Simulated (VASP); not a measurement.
# Fe (P6_3/mmc) in VASP: notebook, part 2 of 2

VASP 6.6.1. The steps go on from the part before.

### Step 4. Relaxation of shape and atoms at fixed volume, PBE (11.22 Å³/atom)

This run uses another cell than the first one, of 11.22 Å³/atom.

The input, INCAR:

```
PREC = Accurate ; ENCUT = 600
EDIFF = 1E-6 ; ISMEAR = 0
SIGMA = 0.1 ; LREAL = False
LASPH = True ; NELM = 80
ALGO = Normal ; ISIF = 4
LWAVE = False ; LCHARG = False
GGA = PE ; IBRION = 2
NSW = 50 ; EDIFFG = -0.01
```

The input, KPOINTS:

```
Automatic mesh
0
Gamma
  21 21 12
```

The input, POSCAR:

```
Fe
1.0
    2.5411690674      0.0000000000      0.0000000000
   -1.2705845337      2.2007169676      0.0000000000
    0.0000000000      0.0000000000      4.0120369848
Fe
2
Direct
    0.3333333333      0.6666666667      0.2500000000
    0.6666666667      0.3333333333      0.7500000000
```

Potentials or basis: VASP PAW PBE potentials, release 64 (Fe).

The run is started by

```bash
$ cat potpaw_PBE.64/Fe/POTCAR > POTCAR
$ mpirun -np 1 vasp_std > vasp.out
```

OUTCAR:

```text
PREC = Accurate
   ENCUT = 600
   EDIFF = 1E-6
   ISMEAR = 0
   LREAL = False
   LASPH = True
   NELM = 80
   ISIF = 4
   GGA = PE
   IBRION = 2
   NSW = 50
   EDIFFG = -0.01

 ion  position               nearest neighbor table
   1  0.333  0.667  0.250-   2 2.49   2 2.49   2 2.49   2 2.49   2 2.49   2 2.49
   2  0.667  0.333  0.750-   1 2.49   1 2.49   1 2.49   1 2.49   1 2.49   1 2.49

  LATTYP: Found a hexagonal cell.
 ALAT       =     2.5411690674
 C/A-ratio  =     1.5788154500

  Lattice vectors:

 A1 = (   2.5411690674,   0.0000000000,   0.0000000000)
 A2 = (  -1.2705845337,   2.2007169676,   0.0000000000)
 A3 = (   0.0000000000,   0.0000000000,   4.0120369848)

Analysis of symmetry for initial positions (statically):
=====================================================================
 Subroutine PRICEL returns:
 Original cell was already a primitive cell.

 Routine SETGRP: Setting up the symmetry group for a
 hexagonal supercell.

 Subroutine GETGRP returns: Found 24 space group operations
 (whereof 12 operations were pure point group operations)
 out of a pool of 24 trial point group operations.

The static configuration has the point symmetry D_3d.
 The point group associated with its full space group is D_6h.

Analysis of symmetry for dynamics (positions and initial velocities):
=====================================================================
 Subroutine PRICEL returns:
 Original cell was already a primitive cell.

 Routine SETGRP: Setting up the symmetry group for a
 hexagonal supercell.

 Subroutine GETGRP returns: Found 24 space group operations
 (whereof 12 operations were pure point group operations)
 out of a pool of 24 trial point group operations.

The dynamic configuration has the point symmetry D_3d.
 The point group associated with its full space group is D_6h.

 Subroutine INISYM returns: Found 24 space group operations
 (whereof 12 operations are pure point group operations),
 and found     1 'primitive' translations

----------------------------------------------------------------------------------------

                                     Primitive cell

  volume of cell :      22.4369

  direct lattice vectors                    reciprocal lattice vectors
     2.541169067  0.000000000  0.000000000     0.393519665  0.227198685  0.000000000
    -1.270584534  2.200716968  0.000000000     0.000000000  0.454397369  0.000000000
     0.000000000  0.000000000  4.012036985     0.000000000  0.000000000  0.249249946

  length of vectors
     2.541169067  2.541169067  4.012036985     0.454397369  0.454397369  0.249249946

  position of ions in fractional coordinates (direct lattice)
     0.333333333  0.666666667  0.250000000
     0.666666667  0.333333333  0.750000000

  ion indices of the primitive-cell ions
   primitive index   ion index
                 1           1
                 2           2

[... 113 lines left out ...]

 Free energy of the ion-electron system (eV)
  ---------------------------------------------------
  ext. energy  EPLUGINS =         0.00000000
  ---------------------------------------------------
  free energy    TOTEN  =       -16.15192881 eV

  energy without entropy =      -16.13604725  energy(sigma->0) =      -16.14398803

------------------------ aborting loop because EDIFF is reached ----------------------------------------

  FORCE on cell =-STRESS in cart. coord.  units (eV):
  Direction    XX          YY          ZZ          XY          YZ          ZX
  --------------------------------------------------------------------------------------
  -------------------------------------------------------------------------------------
  Total       -3.1185275     -3.1185275     -3.2109090     -0.0000000     -0.0000000     -0.0000000
  in kB     -222.6883425   -222.6883425   -229.2851384     -0.0000000     -0.0000000     -0.0000000
  external PRESSURE =    -224.8872745 kB  Pullay stress =       0.0000000 kB

 VOLUME and BASIS-vectors are now :
 -----------------------------------------------------------------------------
  energy-cutoff  :      600.00
  volume of cell :       22.44
      direct lattice vectors                 reciprocal lattice vectors
     2.541169067  0.000000000  0.000000000     0.393519665  0.227198685  0.000000000
    -1.270584534  2.200716968  0.000000000     0.000000000  0.454397369  0.000000000
     0.000000000  0.000000000  4.012036985     0.000000000  0.000000000  0.249249946

 POSITION                                       TOTAL-FORCE (eV/Angst)
 -----------------------------------------------------------------------------------
     -0.00000      1.46714      1.00301        -0.000000      0.000000      0.000000
      1.27058      0.73357      3.00903         0.000000     -0.000000      0.000000
 -----------------------------------------------------------------------------------
    total drift:                               -0.000000      0.000000     -0.000000

  FREE ENERGIE OF THE ION-ELECTRON SYSTEM (eV)
  ---------------------------------------------------
  free  energy   TOTEN  =       -16.1519288050 eV

  energy  without entropy=      -16.1360472543  energy(sigma->0) =      -16.14398803

--------------------------------------- Ionic step        2  -------------------------------------------

 number of electron      15.9999999 magnetization

 Free energy of the ion-electron system (eV)
  ---------------------------------------------------
  ext. energy  EPLUGINS =         0.00000000
  ---------------------------------------------------
  free energy    TOTEN  =       -16.15199226 eV

  energy without entropy =      -16.13612409  energy(sigma->0) =      -16.14405818

 E-fermi :   5.8564     XC(G=0): -13.2380

 val. band max:        5.8547852051   @ k =   0.0952   0.0952   0.3333
 cond. band min:       5.8590538927   @ k =   0.4762   0.0476   0.2500
 fundamental gap:      0.0042686876
 Fermi energy:         5.8563800152

 k-point     1 :       0.0000    0.0000    0.0000
  band No.  band energies     occupation
      1      -2.4957      2.00000
      2       1.4846      2.00000
      3       4.4310      2.00000
      4       4.4310      2.00000
      5       4.5587      2.00000
      6       4.8345      2.00000
      7       4.8345      2.00000
      8       5.1095      2.00000
      9       5.1095      2.00000
     10       6.4363      0.00000
     11       6.4752      0.00000
     12       6.4752      0.00000
[... 331 lines left out ...]
 k-point    24 :       0.1905    0.0952    0.0000
  band No.  band energies     occupation
      1      -0.4887      2.00000
      2       2.4178      2.00000
      3       3.3135      2.00000
      4       3.4312      2.00000
      5       4.4403      2.00000
      6       4.5192      2.00000
      7       4.9704      2.00000
      8       5.3339      2.00000
      9       5.5085      2.00000
     10       5.8699      0.84826
     11       6.6572      0.00000
     12      11.3318      0.00000

 [... further k-points ...]

------------------------ aborting loop because EDIFF is reached ----------------------------------------

  FORCE on cell =-STRESS in cart. coord.  units (eV):
  Direction    XX          YY          ZZ          XY          YZ          ZX
  --------------------------------------------------------------------------------------
  -------------------------------------------------------------------------------------
  Total       -3.1476239     -3.1476239     -3.1445227     -0.0000000      0.0000000      0.0000000
  in kB     -224.7660619   -224.7660619   -224.5446077     -0.0000000      0.0000000      0.0000000
  external PRESSURE =    -224.6922438 kB  Pullay stress =       0.0000000 kB

 VOLUME and BASIS-vectors are now :
 -----------------------------------------------------------------------------
  energy-cutoff  :      600.00
  volume of cell :       22.44
      direct lattice vectors                 reciprocal lattice vectors
     2.543058022 -0.000000000 -0.000000000     0.393227363  0.227029924  0.000000000
    -1.271529011  2.202352850  0.000000000     0.000000000  0.454059848  0.000000000
    -0.000000000 -0.000000000  4.006079007     0.000000000 -0.000000000  0.249620639

 POSITION                                       TOTAL-FORCE (eV/Angst)
 -----------------------------------------------------------------------------------
     -0.00000      1.46824      1.00152        -0.000000      0.000000      0.000000
      1.27153      0.73412      3.00456         0.000000     -0.000000     -0.000000
 -----------------------------------------------------------------------------------
    total drift:                               -0.000000      0.000000     -0.000000

  FREE ENERGIE OF THE ION-ELECTRON SYSTEM (eV)
  ---------------------------------------------------
  free  energy   TOTEN  =       -16.1519922645 eV

  energy  without entropy=      -16.1361240901  energy(sigma->0) =      -16.14405818

 reached required accuracy - stopping structural energy minimisation
```

It took 50 s on 1 thread of Intel Xeon 6975P-C (Granite Rapids), shared host; peak memory 0.22 GiB.

Results:

| Property | Result |
| --- | --- |
| Free energy | -16.1520 eV |
| Energy gained by relaxing | 0.0 meV/atom |
| Ionic steps | 2 |
| Pressure after relaxing | -22.5 GPa |
| Band gap on the k mesh | zero (bands 8 and 9 overlap by 1.63 eV) |

Final structure:
```
Fe
1.0
     2.54306    0.00000    0.00000
    -1.27153    2.20235    0.00000
     0.00000    0.00000    4.00608
Fe
2
Direct
  0.33333 0.66667 0.25000
  0.66667 0.33333 0.75000
```

Caveat: the run has no spin polarisation, though such a crystal can be magnetic.

### Step 5. The runs side by side

```tsv
cell	gap on the mesh (eV)	pressure (GPa)
relaxed from a = 2.485, b = 2.485, c = 3.928 Å, angles 90.0, 90.0, 120.0°, 2 atoms	none	-8.6
relaxed from a = 2.510, b = 2.510, c = 3.964 Å, angles 90.0, 90.0, 120.0°, 2 atoms	none	-15.2
relaxed from a = 2.541, b = 2.541, c = 4.012 Å, angles 90.0, 90.0, 120.0°, 2 atoms	none	-22.5
```

Alike in all rows: task relaxation of shape and atoms at fixed volume; level PBE; potentials or basis VASP PAW PBE potentials, release 64 (Fe); no spin polarisation; k mesh 21 × 21 × 12; cutoff (eV) 600; smearing gaussian 0.1 eV.

Caveats: the run has no spin polarisation, though such a crystal can be magnetic.

Total energies depend on the potentials used, so only differences within one code and one set of settings carry meaning.
